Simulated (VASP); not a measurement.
Set up this calculation in VASP 6.6.1, as the native input.

| Property | Result |
| --- | --- |
| Task | single point |
| Functional | LDA |
| Potentials or basis | VASP PAW LDA potentials, release 64 (C_h) |
| Cutoff | 1300 eV |
| k mesh | 8 × 8 × 8 |
| Occupations | gaussian, width 0.05 eV |
| Spin | no spin polarisation |
| Dipole correction | no |
| Further INCAR settings | ALGO = Normal; EDIFF = 1e-06; NBANDS = 26 |

The structure of C lies in POSCAR:

```
C
1.0
   -2.3742423240      2.3742423240      2.3742423240
    2.3742423240     -2.3742423240      2.3742423240
    2.3742423240      2.3742423240     -2.3742423240
C
8
Direct
    0.3254710859      0.0000000000      0.0000000000
    0.6745289141      0.6745289141      0.6745289141
    0.0000000000      0.3254710859      0.0000000000
    0.0000000000      0.0000000000      0.3254710859
    0.0000000000      0.6745289141      0.0000000000
    0.3254710859      0.3254710859      0.3254710859
    0.6745289141      0.0000000000      0.0000000000
    0.0000000000      0.0000000000      0.6745289141
```

This cell differs from its parent crystal: strain -0.015 along x and y, -0.015 along z.

One way to write it, as run:

INCAR

```
PREC     = Accurate       # precision mode
ENCUT    = 1300           # plane-wave cutoff, eV
EDIFF    = 1E-6           # SCF threshold, eV
ISMEAR   = 0              # smearing method
SIGMA    = 0.05           # smearing width, eV
LREAL    = F              # projectors in reciprocal space
LASPH    = T              # aspherical terms in the spheres
NELM     = 120            # most SCF steps
ALGO     = Normal         # electronic algorithm
ISIF     = 2              # what is computed and relaxed
LWAVE    = F              # write WAVECAR
LCHARG   = F              # write CHGCAR
NBANDS   = 26             # bands
GGA_COMPAT= F
```

KPOINTS

```
Automatic mesh
0
Gamma
  8 8 8
```

Potentials or basis: VASP PAW LDA potentials, release 64 (C_h).

Launch:

```console
$ cat potpaw_LDA.64/C_h/POTCAR > POTCAR
$ mpirun -np 1 vasp_std > vasp.out
```

Results of the run:

The pressure is 17.6 GPa. The largest force is 0.281 eV/Å and the band gap on the k mesh is 3.12 eV (least direct gap 3.84 eV).

Caveat: the cell differs from its parent crystal (strain -0.015 along x and y, -0.015 along z); the cell stands under pressure.

Wall time 74 s on 1 thread of Intel(R) Xeon(R) Platinum 8488C (Sapphire Rapids), with other jobs on the host, peak memory 0.3 GiB.
